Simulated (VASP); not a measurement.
Set up this calculation in VASP 6.6.1, as the native input.

```yaml
Task: single point
Functional: r2SCAN
Potentials_or_basis: VASP PAW PBE potentials, release 64 (Si)
Cutoff: 520 eV
k_mesh: 6 × 6 × 6
Occupations: gaussian, width 0.05 eV
Spin: no spin polarisation
Dipole_correction: no
Further_INCAR_settings: ALGO = Normal; EDIFF = 1e-06; NBANDS = 26
```

Si:

```xyz
8
Lattice="5.4309 0.0000 0.0000 0.0000 -5.4309 0.0000 0.0000 0.0000 -5.4309" Properties=species:S:1:pos:R:3 pbc="T T T"
Si    2.7155    0.0000    0.0000
Si    0.0000   -2.7155    0.0000
Si    0.0000    0.0000   -2.7155
Si    2.7155   -2.7155   -2.7155
Si    4.0732   -4.0732   -4.0732
Si    1.3577   -1.3577   -4.0732
Si    1.3577   -4.0732   -1.3577
Si    4.0732   -1.3577   -1.3577
```

One way to write it, as run:

POSCAR

```
Si
1.0
    5.4309400000      0.0000000000      0.0000000000
    0.0000000000     -5.4309400000      0.0000000000
    0.0000000000      0.0000000000     -5.4309400000
Si
8
Direct
    0.5000000000      0.0000000000      0.0000000000
    0.0000000000      0.5000000000      0.0000000000
    0.0000000000      0.0000000000      0.5000000000
    0.5000000000      0.5000000000      0.5000000000
    0.7500000000      0.7500000000      0.7500000000
    0.2500000000      0.2500000000      0.7500000000
    0.2500000000      0.7500000000      0.2500000000
    0.7500000000      0.2500000000      0.2500000000
```

INCAR.step1

```
ALGO = Normal
EDIFF = 1E-4
ENCUT = 520
GGA = PE
ISMEAR = 0
LASPH = T
LCHARG = F
LREAL = F
LWAVE = T
NBANDS = 26
NELM = 60
PREC = Accurate
SIGMA = 0.05
```

INCAR.step2

```
ALGO = Normal
EDIFF = 1E-6
ENCUT = 520
ISIF = 2
ISMEAR = 0
ISTART = 1
LASPH = T
LCHARG = T
LELF = T
LMIXTAU = T
LREAL = F
LVHAR = T
LWAVE = F
METAGGA = R2SCAN
NBANDS = 26
NELM = 60
PREC = Accurate
SIGMA = 0.05
```

KPOINTS

```
k-points
0
Gamma
  6 6 6
```

Potentials or basis: VASP PAW PBE potentials, release 64 (Si).

Launch:

```console
$ cat potpaw_PBE.64/Si/POTCAR > POTCAR
$ cp INCAR.step1 INCAR
$ mpirun -np 1 vasp_std > vasp.out
$ cp INCAR.step2 INCAR
$ mpirun -np 1 vasp_std > vasp.out
```

It gave:

| Property | Result |
| --- | --- |
| Pressure | 0.5 GPa |
| Band gap on the k mesh | 0.77 eV |

Caveat: the PAW data sets were made with another functional, which shifts forces and pressure a little.

Run time: 2.1 min on 1 thread of Intel(R) Xeon(R) Platinum 8488C (Sapphire Rapids) (shared host), peak memory 0.27 GiB.
